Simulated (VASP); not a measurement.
Al16CN16 (a cell with a defect) (C_i (largest void)), 33 atoms in the cell. The cell holds a defect, 33 atoms: a = 6.260 Å, b = 6.260 Å, c = 10.035 Å, α = 90.00°, β = 90.00°, γ = 120.00°. 

```yaml
Program: VASP 6.6.1
Task: single point
Functional: PBE
Potentials_or_basis: VASP PAW PBE potentials, release 64 (Al, N, C)
Cutoff: 520 eV
k_mesh: 1 × 1 × 1, shifted
Occupations: gaussian, width 0.01 eV
Spin: collinear spin
Fixed_moment: 1 μB
Dipole_correction: no
Charge: -1
Further_INCAR_settings: LREAL = Auto; ALGO = Normal; EDIFF = 1e-06; NBANDS = 92; NELECT = 133.0
```

Potentials or basis: VASP PAW PBE potentials, release 64 (Al, N, C).

Launch:

```bash
$ cat potpaw_PBE.64/Al/POTCAR potpaw_PBE.64/N/POTCAR potpaw_PBE.64/C/POTCAR > POTCAR
$ mpirun -np 1 vasp_std > vasp.out
```

Hardware: 1 thread of AMD EPYC 7R43 64-Core Processor (Zen 3), with other jobs on the host.

Task: How long does it take, and how much memory?

Result: Wall time 34 min on 1 thread of AMD EPYC 7R43 64-Core Processor (Zen 3) (shared host), peak memory 0.68 GiB. Counts: scf iterations 26, k points 6.
